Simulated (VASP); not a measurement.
# Ti (P6_3/mmc) in VASP: single point with PBE

Aim: the single point of Ti with PBE.

All numbers are computed with VASP 6.6.1; they aren't measurements. Logs are shortened: lines on timing, memory, paths and dates and some standing lists are left out, and cuts for length are marked.

### Step 1. The cell of the first run

The structure is hexagonal, space group P6_3/mmc (No. 194). Conventional cell: a = 2.940 Å, b = 2.940 Å, c = 4.648 Å, α = 90.00°, β = 90.00°, γ = 120.00°. Within 3.8 Å of Ti (site symmetry -6m2) lie 12 Ti at 2.88 to 2.94 Å.

### Step 2. Single point, PBE

Contents of INCAR:

```
PREC = Accurate ; ENCUT = 520
EDIFF = 1E-6 ; ISMEAR = -1
SIGMA = 0.05 ; LREAL = F
LASPH = T ; NELM = 60
ALGO = Normal ; ISIF = 2
LWAVE = F ; LCHARG = F
GGA = PE ; NBANDS = 19
```

Contents of KPOINTS:

```
regular mesh
0
Gamma
  13 13 7
```

Contents of POSCAR:

```
Ti
1.0
    1.4699736197     -2.5460689951      0.0000000000
    1.4699736197      2.5460689951      0.0000000000
    0.0000000000      0.0000000000      4.6478695182
Ti
2
Direct
    0.6666666670      0.3333333330      0.2500000000
    0.3333333330      0.6666666670      0.7500000000
```

Potentials or basis: VASP PAW PBE potentials, release 64 (Ti_sv).

Started as:

```
> cat potpaw_PBE.64/Ti_sv/POTCAR > POTCAR
> mpirun -np 1 vasp_std > vasp.out
```

OUTCAR:

```text
PREC = Accurate
   ENCUT = 520
   EDIFF = 1E-6
   ISMEAR = -1
   LREAL = F
   LASPH = T
   NELM = 60
   ISIF = 2
   GGA = PE

 ion  position               nearest neighbor table
   1  0.667  0.333  0.250-   2 2.88   2 2.88   2 2.88   2 2.88   2 2.88   2 2.88
   2  0.333  0.667  0.750-   1 2.88   1 2.88   1 2.88   1 2.88   1 2.88   1 2.88

  LATTYP: Found a hexagonal cell.
 ALAT       =     2.9399472394
 C/A-ratio  =     1.5809363705

  Lattice vectors:

 A1 = (   1.4699736197,  -2.5460689951,   0.0000000000)
 A2 = (   1.4699736197,   2.5460689951,   0.0000000000)
 A3 = (   0.0000000000,   0.0000000000,   4.6478695182)

Analysis of symmetry for initial positions (statically):
=====================================================================
 Subroutine PRICEL returns:
 Original cell was already a primitive cell.

 Routine SETGRP: Setting up the symmetry group for a
 hexagonal supercell.

 Subroutine GETGRP returns: Found 24 space group operations
 (whereof 12 operations were pure point group operations)
 out of a pool of 24 trial point group operations.

The static configuration has the point symmetry D_3d.
 The point group associated with its full space group is D_6h.

Analysis of symmetry for dynamics (positions and initial velocities):
=====================================================================
 Subroutine PRICEL returns:
 Original cell was already a primitive cell.

 Routine SETGRP: Setting up the symmetry group for a
 hexagonal supercell.

 Subroutine GETGRP returns: Found 24 space group operations
 (whereof 12 operations were pure point group operations)
 out of a pool of 24 trial point group operations.

The dynamic configuration has the point symmetry D_3d.
 The point group associated with its full space group is D_6h.

 Subroutine INISYM returns: Found 24 space group operations
 (whereof 12 operations are pure point group operations),
 and found     1 'primitive' translations

----------------------------------------------------------------------------------------

                                     Primitive cell

  volume of cell :      34.7907

  direct lattice vectors                    reciprocal lattice vectors
     1.469973620 -2.546068995  0.000000000     0.340142159 -0.196381167  0.000000000
     1.469973620  2.546068995  0.000000000     0.340142159  0.196381167  0.000000000
     0.000000000  0.000000000  4.647869518     0.000000000  0.000000000  0.215152339

  length of vectors
     2.939947239  2.939947239  4.647869518     0.392762334  0.392762334  0.215152339

  position of ions in fractional coordinates (direct lattice)
     0.666666667  0.333333333  0.250000000
     0.333333333  0.666666667  0.750000000

  ion indices of the primitive-cell ions
   primitive index   ion index
                 1           1
                 2           2

----------------------------------------------------------------------------------------

 KPOINTS: regular mesh

Automatic generation of k-mesh.
 Grid dimensions read from file:
 generate k-points for:   13   13    7

 Generating k-lattice:

  Cartesian coordinates                     Fractional coordinates (reciprocal lattice)
     0.026164781 -0.015106244  0.000000000     0.076923077  0.000000000  0.000000000
     0.026164781  0.015106244  0.000000000     0.000000000  0.076923077  0.000000000
     0.000000000  0.000000000  0.030736048     0.000000000  0.000000000  0.142857143

  Length of vectors
     0.030212487  0.030212487  0.030736048

  Shift w.r.t. Gamma in fractional coordinates (k-lattice)
     0.000000000  0.000000000  0.000000000

 Subroutine IBZKPT returns following result:
 ===========================================

 Found     84 irreducible k-points:

 Following reciprocal coordinates:
            Coordinates               Weight
  0.000000  0.000000  0.000000      1.000000
  0.076923  0.000000  0.000000      6.000000
  0.153846  0.000000  0.000000      6.000000
  0.230769  0.000000  0.000000      6.000000
  0.307692  0.000000  0.000000      6.000000
  0.384615  0.000000  0.000000      6.000000
[... 16 lines left out ...]
  0.076923  0.000000  0.142857     12.000000
  0.153846  0.000000  0.142857     12.000000
 [... further k-points ...]
   k-points           NKPTS =     84   k-points in BZ     NKDIM =     84   number of bands    NBANDS=     19
   number of dos      NEDOS =    301   number of ions     NIONS =      2
   total plane-waves  NPLWV =  20736
   dimension x,y,z NGX =    24 NGY =   24 NGZ =   36
   dimension x,y,z NGXF=    48 NGYF=   48 NGZF=   72
   ions per type =               2
   NGX,Y,Z   is equivalent  to a cutoff of  13.57, 13.57, 12.88 a.u.
   NGXF,Y,Z  is equivalent  to a cutoff of  27.14, 27.14, 25.75 a.u.
 SYSTEM =  unknown system
   PREC   = accura    normal or accurate (medium, high low for compatibility)
   ISTART =      0    job   : 0-new  1-cont  2-samecut
   ICHARG =      2    charge: 1-file 2-atom 10-const
   ISPIN  =      1    spin polarized calculation?
   LNONCOLLINEAR =      F non collinear calculations
   LSORBIT =      F    spin-orbit coupling
   LASPH  =      T    aspherical Exc in radial PAW
   ENCUT  =  520.0 eV  38.22 Ry    6.18 a.u.   5.47  5.47  8.64*2*pi/ulx,y,z
   NELM   =     60;   NELMIN=  2; NELMDL= -5     # of ELM steps
   EDIFF  = 0.1E-05   stopping-criterion for ELM
   LREAL  =      F    real-space projection
   EDIFFG = 0.1E-04   stopping-criterion for IOM
   NSW    =      0    number of steps for IOM
   IBRION =     -1    ionic relax: 0-MD 1-quasi-New 2-CG
   NFREE  =      0    steps in history (QN), initial steepest desc. (CG)
   ISIF   =      2    stress and relaxation
   ISYM   =      2    0-nonsym 1-usesym 2-fastsym
   POTIM  = 0.5000    time-step for ionic-motion
   TEBEG  =    0.0;   TEEND  =   0.0 temperature during run
   PSTRESS=    0.0 pullay stress
   NELECT =      24.0000    total number of electrons
   NUPDOWN=      -1.0000    fix difference up-down
   EMIN   =  10.00;   EMAX   =-10.00  energy-range for DOS
   EFERMI =   0.00;   METHOD = LEGACY
   ISMEAR =    -1;   SIGMA  =   0.05  broadening in eV -4-tet -1-fermi 0-gaus
   EFERMI_NEDOS =   21; number of points for ismear=-14 and -15
   IALGO  =     38    algorithm
   IMIX   =      4    mixing-type and parameters
     AMIX     =   0.40;   BMIX     =  1.00
     AMIX_MAG =   1.60;   BMIX_MAG =  1.00
  volume/ion in A,a.u.               =      17.40       117.39
  Fermi-wavevector in a.u.,A,eV,Ry     =   1.446519  2.733524 28.469050  2.092416
  Thomas-Fermi vector in A             =   2.564578
   LORBIT       =      0    0 simple, 1 ext, 2 COOP (PROOUT), +10 PAW based schemes
   GGA     = PE    functional components
   LHFCALC =     F    Hartree Fock is set to
   AEXX    =    0.0000 exact exchange contribution
   IVDW    =     0    specifies the selected vdW correction
   LEPSILON=     F    determine dielectric tensor
   LRPA    =     F    only Hartree local field effects (RPA)
 non-spin polarized calculation
  energy-cutoff  :      520.00
  volume of cell :       34.79
 maximum number of plane-waves:       965
 NGX is ok and might be reduce to    24
   NGX = 11   NGY = 11   NGZ = 17

 number of electron      24.0000002 magnetization

 Free energy of the ion-electron system (eV)
  ---------------------------------------------------
  ext. energy  EPLUGINS =         0.00000000
  ---------------------------------------------------
  free energy    TOTEN  =       -15.67990017 eV

  energy without entropy =      -15.66180300  energy(sigma->0) =      -15.67085158

 E-fermi :   8.3266     XC(G=0): -11.4901

 val. band max:        8.3212630680   @ k =   0.0000   0.0000   0.4286
 cond. band min:       8.3295391441   @ k =   0.0769   0.0769   0.4286
 fundamental gap:      0.0082760761
 Fermi energy:         8.3265507096

 k-point     1 :       0.0000    0.0000    0.0000
  band No.  band energies     occupation
      1     -48.5446      2.00000
      2     -48.4078      2.00000
      3     -25.1319      2.00000
      4     -24.4919      2.00000
      5     -24.4919      2.00000
      6     -24.4251      2.00000
[... 11 lines left out ...]
     18       9.9308      0.00000
     19      11.4636      0.00000

 k-point     2 :       0.0769    0.0000    0.0000
  band No.  band energies     occupation
      1     -48.5388      2.00000
      2     -48.4056      2.00000
      3     -25.1190      2.00000
      4     -24.5182      2.00000
      5     -24.5008      2.00000
      6     -24.4306      2.00000
[... 11 lines left out ...]
     18       9.8390      0.00000
     19      11.5129      0.00000

 k-point     3 :       0.1538    0.0000    0.0000
  band No.  band energies     occupation
      1     -48.5226      2.00000
      2     -48.3996      2.00000
      3     -25.0818      2.00000
      4     -24.5913      2.00000
      5     -24.5245      2.00000
      6     -24.4927      2.00000
[... 11 lines left out ...]
     18       9.9909      0.00000
     19      11.6213      0.00000

 k-point     4 :       0.2308    0.0000    0.0000
  band No.  band energies     occupation
      1     -48.4988      2.00000
      2     -48.3921      2.00000
      3     -25.0250      2.00000
      4     -24.6954      2.00000
      5     -24.5946      2.00000
      6     -24.5568      2.00000
[... 11 lines left out ...]
     18      10.4384      0.00000
     19      11.7298      0.00000

 k-point     5 :       0.3077    0.0000    0.0000
  band No.  band energies     occupation
      1     -48.4717      2.00000
      2     -48.3857      2.00000
      3     -24.9560      2.00000
      4     -24.8069      2.00000
      5     -24.6990      2.00000
      6     -24.5898      2.00000
[... 11 lines left out ...]
     18      10.9634      0.00000
     19      11.8108      0.00000
[... 334 lines left out ...]
      2     -48.3913      2.00000
      3     -24.8750      2.00000
      4     -24.7777      2.00000
      5     -24.7420      2.00000
      6     -24.7398      2.00000
[... 11 lines left out ...]
     18      11.6234      0.00000
     19      13.7830      0.00000

 k-point    22 :       0.0000    0.0000    0.1429
  band No.  band energies     occupation
      1     -48.5379      2.00000
      2     -48.4147      2.00000
      3     -25.0982      2.00000
      4     -24.4869      2.00000
      5     -24.4869      2.00000
      6     -24.4615      2.00000
[... 11 lines left out ...]
     18      10.1184      0.00000
     19      11.4730      0.00000

 k-point    23 :       0.0769    0.0000    0.1429
  band No.  band energies     occupation
      1     -48.5323      2.00000
      2     -48.4123      2.00000
      3     -25.0870      2.00000
      4     -24.5125      2.00000
      5     -24.4955      2.00000
      6     -24.4755      2.00000
[... 11 lines left out ...]
     18      10.0779      0.00000
     19      11.5129      0.00000

 k-point    24 :       0.1538    0.0000    0.1429
  band No.  band energies     occupation
      1     -48.5165      2.00000
      2     -48.4058      2.00000
      3     -25.0551      2.00000
      4     -24.5837      2.00000
      5     -24.5313      2.00000
      6     -24.5186      2.00000
[... 11 lines left out ...]
     18      10.1043      0.00000
     19      11.5997      0.00000

 [... further k-points ...]

------------------------ aborting loop because EDIFF is reached ----------------------------------------

  FORCE on cell =-STRESS in cart. coord.  units (eV):
  Direction    XX          YY          ZZ          XY          YZ          ZX
  --------------------------------------------------------------------------------------
  -------------------------------------------------------------------------------------
  Total       -0.0631397     -0.0631397     -0.0246404      0.0000000      0.0000000      0.0000000
  in kB       -2.9077007     -2.9077007     -1.1347350      0.0000000      0.0000000      0.0000000
  external PRESSURE =      -2.3167121 kB  Pullay stress =       0.0000000 kB

 VOLUME and BASIS-vectors are now :
 -----------------------------------------------------------------------------
  energy-cutoff  :      520.00
  volume of cell :       34.79
      direct lattice vectors                 reciprocal lattice vectors
     1.469973620 -2.546068995  0.000000000     0.340142159 -0.196381167  0.000000000
     1.469973620  2.546068995  0.000000000     0.340142159  0.196381167  0.000000000
     0.000000000  0.000000000  4.647869518     0.000000000  0.000000000  0.215152339

 POSITION                                       TOTAL-FORCE (eV/Angst)
 -----------------------------------------------------------------------------------
      1.46997     -0.84869      1.16197        -0.000000      0.000000      0.000000
      1.46997      0.84869      3.48590         0.000000      0.000000      0.000000
 -----------------------------------------------------------------------------------
    total drift:                                0.000000      0.000001     -0.000000

  FREE ENERGIE OF THE ION-ELECTRON SYSTEM (eV)
  ---------------------------------------------------
  free  energy   TOTEN  =       -15.6799001708 eV

  energy  without entropy=      -15.6618029978  energy(sigma->0) =      -15.67085158
```

It took 37 s on 1 thread of Intel Xeon 8259CL, shared host; peak memory 0.18 GiB.

Results:

| Quantity | Value |
| --- | --- |
| Free energy | -15.6799 eV |
| Pressure | -0.2 GPa |
| Band gap on the k mesh | zero (bands 12 and 13 overlap by 1.10 eV) |

Stress tensor (GPa, compression positive):
```
-0.29  0.00  0.00
 0.00 -0.29  0.00
 0.00  0.00 -0.11
```

Levels at points of the mesh, in eV from the Fermi level:
```csv
k point,band 10,band 11,band 12,band 13,band 14,band 15
"(0.00, 0.00, 0.00)",-2.69,0.76,0.76,0.78,0.89,1.26
```
